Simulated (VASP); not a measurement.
# InPd (Pm-3m) in VASP: a series of runs

Aim: see how the results for InPd move with the level of theory and the settings. Levels: PBE, PBEsol. Tasks: elastic constants.

Everything below comes from runs of VASP 6.6.1. Logs are shortened: lines on timing, memory, paths and dates and some standing lists are left out, and cuts for length are marked.

## 1. The cell of the first run

It takes space group Pm-3m (No. 221, cubic). Conventional cell: a = 3.272 Å, b = 3.272 Å, c = 3.272 Å, α = 90.00°, β = 90.00°, γ = 90.00°. Within 3.7 Å of In (site symmetry m-3m) lie 8 Pd at 2.83 Å and 6 In at 3.27 Å. Pd (site symmetry m-3m) has 8 In at 2.83 Å and 6 Pd at 3.27 Å within 3.7 Å.

## 2. Elastic constants, PBE

File INCAR:

```
SYSTEM = InPd
PREC     = Accurate       ! precision mode
ENCUT    = 600            ! plane-wave cutoff, eV
EDIFF    = 1E-8           ! SCF threshold, eV
ISMEAR   = -1             ! smearing method
SIGMA    = 0.05           ! smearing width, eV
LREAL    = .False.        ! projectors in reciprocal space
LASPH    = .True.         ! aspherical terms in the spheres
NELM     = 60             ! most SCF steps
ALGO     = Normal         ! electronic algorithm
ISIF     = 3              ! what is computed and relaxed
LWAVE    = .False.        ! write WAVECAR
LCHARG   = .True.         ! write CHGCAR
GGA      = PE             ! functional
IBRION   = 6              ! ionic algorithm
NFREE    = 2            
POTIM    = 0.015          ! step
NSW      = 1              ! ionic steps
```

File KPOINTS:

```
Automatic mesh
0
Gamma
  6 6 6
  0 0 0
```

File POSCAR:

```
InPd
1.0
    3.2718847800      0.0000000000      0.0000000000
    0.0000000000      3.2718847800      0.0000000000
    0.0000000000      0.0000000000      3.2718847800
In Pd
1 1
Direct
    0.0000000000      0.0000000000      0.0000000000
    0.5000000000      0.5000000000      0.5000000000
```

Potentials or basis: VASP PAW PBE potentials, release 64 (In_d, Pd).

Launch:

```
$ cat potpaw_PBE.64/In_d/POTCAR potpaw_PBE.64/Pd/POTCAR > POTCAR
$ mpirun -np 1 vasp_std > vasp.out
```

OUTCAR:

```text
SYSTEM = InPd
   PREC = Accurate
   ENCUT = 600
   EDIFF = 1E-8
   ISMEAR = -1
   LREAL = .False.
   LASPH = .True.
   NELM = 60
   ISIF = 3
   GGA = PE
   IBRION = 6
   NFREE = 2
   POTIM = 0.015
   NSW = 1

 ion  position               nearest neighbor table
   1  0.000  0.000  0.000-   2 2.83   2 2.83   2 2.83   2 2.83   2 2.83   2 2.83   2 2.83   2 2.83

   2  0.500  0.500  0.500-   1 2.83   1 2.83   1 2.83   1 2.83   1 2.83   1 2.83   1 2.83   1 2.83

  LATTYP: Found a simple cubic cell.
 ALAT       =     3.2718847800

  Lattice vectors:

 A1 = (   3.2718847800,   0.0000000000,   0.0000000000)
 A2 = (   0.0000000000,   3.2718847800,   0.0000000000)
 A3 = (   0.0000000000,   0.0000000000,   3.2718847800)

Analysis of symmetry for initial positions (statically):
=====================================================================
 Subroutine PRICEL returns:
 Original cell was already a primitive cell.

 Routine SETGRP: Setting up the symmetry group for a
 simple cubic supercell.

 Subroutine GETGRP returns: Found 48 space group operations
 (whereof 48 operations were pure point group operations)
 out of a pool of 48 trial point group operations.

The static configuration has the point symmetry O_h .

Analysis of symmetry for dynamics (positions and initial velocities):
=====================================================================
 Subroutine PRICEL returns:
 Original cell was already a primitive cell.

 Routine SETGRP: Setting up the symmetry group for a
 simple cubic supercell.

 Subroutine GETGRP returns: Found 48 space group operations
 (whereof 48 operations were pure point group operations)
 out of a pool of 48 trial point group operations.

The dynamic configuration has the point symmetry O_h .

 Subroutine INISYM returns: Found 48 space group operations
 (whereof 48 operations are pure point group operations),
 and found     1 'primitive' translations

[... 351 lines left out ...]
     13      14.7189      0.00000
     14      14.7200      0.00000
[... 401 lines left out ...]
      2      -4.3011      2.00000
      3      -4.0993      2.00000
      4      -4.0696      2.00000
      5      -4.0465      2.00000
      6       1.3055      2.00000
      7       6.6746      2.00000
      8       6.7907      2.00000
      9       7.5868      2.00000
     10       7.7933      2.00000
     11       8.0728      2.00000
     12      12.9804      0.00000
     13      13.2437      0.00000
     14      16.2709      0.00000
     15      20.6319      0.00000

 [... further k-points ...]
[... 5 lines left out ...]
  --------------------------------------------------------------------------------------
  -------------------------------------------------------------------------------------
  Total        0.8792373      0.8808849      0.8808849      0.0000000      0.0000000     -0.0000000
  in kB       40.2182036     40.2935678     40.2935678      0.0000000      0.0000000     -0.0000000
  external PRESSURE =      40.2684464 kB  Pullay stress =       0.0000000 kB
[... 17 lines left out ...]
  FREE ENERGIE OF THE ION-ELECTRON SYSTEM (eV)
  ---------------------------------------------------
  free  energy   TOTEN  =        -8.7080811476 eV

  energy  without entropy=       -8.7019741337  energy(sigma->0) =       -8.70502764

 INTERNAL STRAIN TENSORS FROM STRAINED CELLS
 ============================================

 INTERNAL STRAIN TENSOR FOR ION    1 for displacements in x,y,z  (eV/Angst):
          X           Y           Z          XY          YZ          ZX
  --------------------------------------------------------------------------------
  x     0.00000     0.00000     0.00000     0.00000     0.00000    -0.00000
  y     0.00000     0.00000     0.00000     0.00000     0.00000     0.00000
  z     0.00000     0.00000     0.00000     0.00000     0.00000     0.00000

 INTERNAL STRAIN TENSORS FROM DISPLACED ATOMS
 ============================================

 INTERNAL STRAIN TENSOR FOR ION    1 for displacements in x,y,z  (eV/Angst):
          X           Y           Z          XY          YZ          ZX
  --------------------------------------------------------------------------------
  x     0.00000     0.00000     0.00000     0.00000     0.00000     0.00000
  y     0.00000     0.00000     0.00000     0.00000     0.00000     0.00000
  z     0.00000     0.00000     0.00000     0.00000     0.00000     0.00000

 INTERNAL STRAIN TENSOR FOR ION    2 for displacements in x,y,z  (eV/Angst):
          X           Y           Z          XY          YZ          ZX
  --------------------------------------------------------------------------------
  x     0.00000     0.00000     0.00000     0.00000     0.00000     0.00000
  y     0.00000     0.00000     0.00000     0.00000     0.00000     0.00000
  z     0.00000     0.00000     0.00000     0.00000     0.00000     0.00000

 Eigenvectors and eigenvalues of the dynamical matrix
 ----------------------------------------------------

   1 f  =    4.337529 THz    27.253498 2PiTHz  144.684390 cm-1    17.938570 meV
             X         Y         Z           dx          dy          dz
      0.000000  0.000000  0.000000     0.694086   -0.000000    0.000000
      1.635942  1.635942  1.635942    -0.719892    0.000000    0.000000
[... 21 lines left out ...]
   6 f/i=    0.003207 THz     0.020150 2PiTHz    0.106974 cm-1     0.013263 meV
             X         Y         Z           dx          dy          dz
      0.000000  0.000000  0.000000     0.675518    0.248838   -0.000000
      1.635942  1.635942  1.635942     0.651302    0.239918    0.000000

--------------------------------------------------------------------------------------------------------

 ELASTIC MODULI CONTR FROM IONIC RELAXATION (kBar)
 Direction    XX          YY          ZZ          XY          YZ          ZX
 --------------------------------------------------------------------------------
 XX           0.0000      0.0000      0.0000      0.0000      0.0000      0.0000
 YY           0.0000      0.0000      0.0000      0.0000      0.0000      0.0000
 ZZ           0.0000      0.0000      0.0000      0.0000      0.0000      0.0000
 XY           0.0000      0.0000      0.0000      0.0000      0.0000      0.0000
 YZ           0.0000      0.0000      0.0000      0.0000      0.0000      0.0000
 ZX           0.0000      0.0000      0.0000      0.0000      0.0000      0.0000
 --------------------------------------------------------------------------------

 TOTAL ELASTIC MODULI (kBar)
 Direction    XX          YY          ZZ          XY          YZ          ZX
 --------------------------------------------------------------------------------
 XX        1616.1084   1145.8467   1145.8467     -0.0000     -0.0000     -0.0000
 YY        1145.8467   1616.1084   1145.8467     -0.0000     -0.0000      0.0000
 ZZ        1145.8467   1145.8467   1616.1084     -0.0000      0.0000      0.0000
 XY          -0.0000     -0.0000     -0.0000    336.8872      0.0000      0.0000
 YZ          -0.0000     -0.0000      0.0000      0.0000    336.8872      0.0000
 ZX          -0.0000      0.0000      0.0000      0.0000      0.0000    336.8872
 --------------------------------------------------------------------------------
```

Run time: 4.6 min. Hardware: 1 thread of Intel Xeon 6975P-C, shared host; peak memory 0.25 GiB.

What came out:

| Quantity | Value |
| --- | --- |
| Elastic constants C11, C12, C44 | 162, 115, 34 GPa |
| Voigt bulk modulus | 130 GPa |
| Highest phonon frequency at Γ, LO-TO splitting left out | 145 cm⁻¹ |

Phonon frequencies in cm⁻¹ (negative: imaginary):
```tsv
q point	frequencies
(0.000, 0.000, 0.000)	0 0 0 145 145 145
```

Elastic tensor in Voigt notation (GPa, in the Cartesian axes of the cell as first typed):
```
162 115 115   0   0   0
115 162 115   0   0   0
115 115 162   0   0   0
  0   0   0  34   0   0
  0   0   0   0  34   0
  0   0   0   0   0  34
```

Clamped-ion elastic tensor (GPa):
```
162 115 115   0   0   0
115 162 115   0   0   0
115 115 162   0   0   0
  0   0   0  34   0   0
  0   0   0   0  34   0
  0   0   0   0   0  34
```

Caveat: the cell is under stress, which shifts elastic constants; spin-orbit coupling is left out, which moves the levels of the heavy elements.

## 3. Elastic constants, PBEsol

File INCAR:

```
PREC = Accurate
ENCUT = 600
EDIFF = 1E-8
ISMEAR = -1
SIGMA = 0.05
LREAL = F
LASPH = T
NELM = 80
ALGO = Normal
ISIF = 3
LWAVE = F
LCHARG = T
GGA = PS
IBRION = 6
NFREE = 2
POTIM = 0.015
NSW = 1
```

File KPOINTS:

```
regular mesh
0
Gamma
  6 6 6
```

POSCAR is that of step 2.

Potentials or basis: VASP PAW PBE potentials, release 64 (In_d, Pd).

Launch:

```
$ cat potpaw_PBE.64/In_d/POTCAR potpaw_PBE.64/Pd/POTCAR > POTCAR
$ mpirun -np 1 vasp_std > vasp.out
```

It took 6.9 min on 1 thread of AMD EPYC 7R13 (Zen 3), shared host; peak memory 0.21 GiB.

Results (log left out):

- Elastic constants C11, C12, C44: 156, 110, 28 GPa
- Voigt bulk modulus: 125 GPa
- Highest phonon frequency at Γ, LO-TO splitting left out: 137 cm⁻¹

Phonon frequencies in cm⁻¹ (negative: imaginary):
```tsv
q point	frequencies
(0.000, 0.000, 0.000)	0 0 0 137 137 137
```

Elastic tensor in Voigt notation (GPa, in the Cartesian axes of the cell as first typed):
```
156 110 110   0   0   0
110 156 110   0   0   0
110 110 156   0   0   0
  0   0   0  28   0   0
  0   0   0   0  28   0
  0   0   0   0   0  28
```

Clamped-ion elastic tensor (GPa):
```
156 110 110   0   0   0
110 156 110   0   0   0
110 110 156   0   0   0
  0   0   0  28   0   0
  0   0   0   0  28   0
  0   0   0   0   0  28
```

Caveat: the cell is under stress, which shifts elastic constants; the PAW data sets were made with another functional, which shifts forces and pressure a little; spin-orbit coupling is left out, which moves the levels of the heavy elements.
